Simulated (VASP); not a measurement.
Input of a VASP 6.6.1 run:

Contents of INCAR:

```
ALGO     = Normal         # electronic algorithm
EDIFF    = 1E-6           # SCF threshold, eV
ENCUT    = 520            # plane-wave cutoff, eV
GGA      = PS             # functional
ISIF     = 2              # what is computed and relaxed
ISMEAR   = -1             # smearing method
LASPH    = True           # aspherical terms in the spheres
LCHARG   = False          # write CHGCAR
LREAL    = False          # projectors in reciprocal space
LWAVE    = False          # write WAVECAR
NBANDS   = 15             # bands
NELM     = 80             # most SCF steps
PREC     = Accurate       # precision mode
SIGMA    = 0.02           # smearing width, eV
```

Contents of KPOINTS:

```
k-points
0
Gamma
  12 12 10
```

Contents of POSCAR:

```
TaN
1.0
    2.8982913036      0.0000000000      0.0000000000
   -1.4491456518      2.5099938965      0.0000000000
    0.0000000000      0.0000000000      2.8440357641
Ta N
1 1
Direct
    0.3333333333      0.6666666667      0.5000000000
    0.0000000000      0.0000000000      0.0000000000
```

Potentials or basis: VASP PAW PBE potentials, release 64 (Ta_pv, N).

Command:

```sh
$ cat potpaw_PBE.64/Ta_pv/POTCAR potpaw_PBE.64/N/POTCAR > POTCAR
$ mpirun -np 1 vasp_std > vasp.out
```

(1) What does it give for the band gap on the k mesh?

(2) Predict the pressure.

Answers

(1) zero (band 8 reaches 8.93 eV, above the bottom of band 9 at 8.41 eV).

(2) 11.4 GPa.

Caveat: the PAW data sets were made with another functional, which shifts forces and pressure a little; spin-orbit coupling is left out, which moves the levels of the heavy elements.
